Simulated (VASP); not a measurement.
BeTe:

```
Be Te
1.0
     0.00000    2.82862    2.82862
     2.82862    0.00000    2.82862
     2.82862    2.82862    0.00000
Be Te
1 1
Direct
  0.00000 0.00000 0.00000
  0.25000 0.25000 0.25000
```

Base run:

| Quantity | Value |
| --- | --- |
| Program | VASP 6.6.1 |
| Functional | r2SCAN |
| Potentials or basis | VASP PAW PBE potentials, release 64 (Be, Te) |
| Cutoff | 520 eV |
| k mesh | 6 × 6 × 6 |
| Occupations | gaussian, width 0.01 eV |
| Spin | no spin polarisation |

Its results: band gap on the k mesh 2.37 eV, indirect (least direct gap 4.03 eV); pressure 0.2 GPa.

The run is repeated on the same cell with these changes: functional from r2SCAN to PBE. What comes out?

Band gap on the k mesh 2.01 eV, indirect (least direct gap 3.62 eV); pressure 0.4 GPa.

r2SCAN gives the wider gap, since meta-GGAs in the generalised Kohn-Sham scheme recover part of the derivative discontinuity.

Caveats: spin-orbit coupling is left out, which moves the levels of the heavy elements; the PAW data sets were made with another functional, which shifts forces and pressure a little (some runs).

A k mesh can miss the band edges.
